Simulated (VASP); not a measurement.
Runs of VASP 6.6.1 on CuHgF. It takes space group P4/nmm (No. 129, tetragonal). The conventional cell has a = 3.801 Å, b = 3.801 Å, c = 6.309 Å, α = 90.00°, β = 90.00°, γ = 90.00°. Within 3.1 Å of Hg (site symmetry 4mm) lie 4 Cu at 2.31 Å and 5 F at 2.81 to 2.83 Å. Within 3.9 Å of F (site symmetry 4mm) lie 6 Hg at 2.81 to 3.50 Å and 4 Cu at 2.90 Å and 8 F at 3.30 to 3.80 Å. Cu (site symmetry -4m2) has 4 Hg at 2.31 Å and 4 Cu at 2.69 Å and 4 F at 2.90 Å within 3.1 Å. 

| spin | k mesh | smearing | gap on the mesh (eV) | pressure (GPa) | largest force (eV/Å) |
| --- | --- | --- | --- | --- | --- |
| collinear | 5 × 5 × 3 | fermi-dirac 0.1 eV | 0.90 | (a) | 6.44 |
| off | 5 × 5 × 3 | tetrahedron | 0.90 | 16.1 | 6.44 |
| off | 5 × 5 × 3, shifted | fermi-dirac 0.1 eV | 0.75 | 16.3 | 6.49 |
| off | 5 × 5 × 3 | fermi-dirac 0.1 eV | 0.90 | 16.1 | 6.44 |

Alike in all rows: task single point; level LDA; potentials or basis VASP PAW LDA potentials, release 64 (Hg, F, Cu); cell as given; cutoff (eV) 600.

Question: Fill in the values left out.

Answer: (a) 16.2.

Caveats: the cell stands under pressure; spin-orbit coupling is left out, which moves the levels of the heavy elements; forces of over 1 eV/Å act on the atoms, so gaps and moduli don't describe the material at rest; a shifted mesh leaves out Γ, where band edges can lie (at least some runs).

A k mesh can miss the band edges, and the runs leave out spin-orbit coupling on Hg.
